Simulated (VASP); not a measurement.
A run of VASP 6.6.1 is set up as follows.

File POSCAR:

```
Sr
1.0
    4.3108282114      0.0000000000      0.0000000000
   -2.1554141057      3.7332867425      0.0000000000
    0.0000000000      0.0000000000      7.0994199550
Sr
2
Direct
    0.3333333333      0.6666666667      0.7500000000
    0.6666666667      0.3333333333      0.2500000000
```

The input INCAR.step1:

```
SYSTEM = Sr
  PREC = Accurate
  ENCUT = 520
  ISMEAR = 0
  SIGMA = 0.05
  LREAL = .FALSE.
  LASPH = .TRUE.
  NELM = 100
  NBANDS = 17
  GGA = PE
  ALGO = Normal
  EDIFF = 1E-4
  LWAVE = .TRUE.
  LCHARG = .FALSE.
```

The input INCAR.step2:

```
SYSTEM = Sr
  PREC = Accurate
  ENCUT = 520
  EDIFF = 1E-6
  ISMEAR = 0
  SIGMA = 0.05
  LREAL = .FALSE.
  LASPH = .TRUE.
  NELM = 100
  ALGO = Normal
  ISIF = 2
  LWAVE = .FALSE.
  LCHARG = .TRUE.
  METAGGA = R2SCAN
  LMIXTAU = .TRUE.
  LELF = .TRUE.
  LVHAR = .TRUE.
  NBANDS = 17
  ISTART = 1
```

The input KPOINTS:

```
Automatic mesh
0
G
  12 12 6
  0 0 0
```

Potentials or basis: VASP PAW PBE potentials, release 64 (Sr_sv).

Run with:

```bash
$ cat potpaw_PBE.64/Sr_sv/POTCAR > POTCAR
$ cp INCAR.step1 INCAR
$ mpirun -np 1 vasp_std > vasp.out
$ cp INCAR.step2 INCAR
$ mpirun -np 1 vasp_std > vasp.out
```

Q: Estimate the band gap on the k mesh.

A: Zero (band 10 reaches 1.72 eV, above the bottom of band 11 at 1.33 eV).

Q: Estimate the pressure.

A: 0.0 GPa.

Stress tensor (GPa, compression positive):
```
-0.01  0.00  0.00
 0.00 -0.01  0.00
 0.00  0.00  0.10
```

Caveat: the PAW data sets were made with another functional, which shifts forces and pressure a little.
